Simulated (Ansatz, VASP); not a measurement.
# Si: VASP beside Ansatz

Contents of INCAR:

```
PREC = Accurate ; ENCUT = 520
EDIFF = 1E-7 ; ISMEAR = -1
SIGMA = 0.02 ; LREAL = False
LASPH = True ; NELM = 80
ALGO = Normal ; ISIF = 2
LWAVE = False ; LCHARG = True
LDIPOL = True ; IDIPOL = 3
DIPOL = 0.5 0.5 0.500 ; GGA = PS
LELF = True ; LVHAR = True
LVACPOTAV = True ; NBANDS = 21
```

KPOINTS

```
regular mesh
0
Gamma
  9 9 1
```

The input POSCAR:

```
Si
1.0
    3.8418213872      0.0000000000      0.0000000000
   -1.9209106936      3.3271149181      0.0000000000
    0.0000000000      0.0000000000     23.0579000000
Si
6
Direct
    0.0000000000      0.0000000000      0.3469531796
    0.3333333340      0.6666666660      0.3809635836
    0.3333333340      0.6666666660      0.4829947972
    0.6666666670      0.3333333330      0.5170052020
    0.6666666670      0.3333333330      0.6190364156
    0.0000000000      0.0000000000      0.6530468204
```

Input for Ansatz:

```yaml
crystal:
  lattice:
    - [3.8418213872, 0.0, 0.0]
    - [-1.9209106936, 3.3271149181, 0.0]
    - [0.0, 0.0, 23.0579]
  atoms:
    - { symbol: Si, position: [0.0, 0.0, 0.3469531796] }
    - { symbol: Si, position: [0.333333334, 0.666666666, 0.3809635836] }
    - { symbol: Si, position: [0.333333334, 0.666666666, 0.4829947972] }
    - { symbol: Si, position: [0.666666667, 0.333333333, 0.517005202] }
    - { symbol: Si, position: [0.666666667, 0.333333333, 0.6190364156] }
    - { symbol: Si, position: [0.0, 0.0, 0.6530468204] }
kpoints:
  mp_grid: { grid: [9, 9, 1] }
scf:
  occupations: { method: fermi_dirac, width: 0.02 }
hamiltonian:
  xc: pbesol
  pseudopotentials: { kind: paw }
output:
  forces: true
  stress: true
  eigenvalues: true
  populations: true
efield:
  axis: 3
  amplitude: 0
  dipole_correction: true
```

Alike in both runs: task single point; functional PBEsol; k mesh 9 × 9 × 1; occupations fermi-dirac, width 0.02 eV; no spin polarisation.

|  | VASP | Ansatz |
| --- | --- | --- |
| version | VASP 6.6.1 | Ansatz 0.2.0 |
| potentials or method | VASP PAW PBE potentials, release 64 (Si) | PAW with Ansatz's default frozen-core files, scalar-relativistic |
| plane-wave cutoff (eV) | 520 | 420 |
| valence electrons in the cell | 24 | 24 |

```tsv
	VASP	Ansatz	Ansatz less VASP
rms of the force components (eV/Å)	0.325	0.329	+0.0044
```

VASP's potentials were made for PBE, not for PBEsol. Atom by atom the forces differ by 0.005 eV/Å (rms over components). The functional is the same, so the differences come from potentials, cutoffs and numerics.
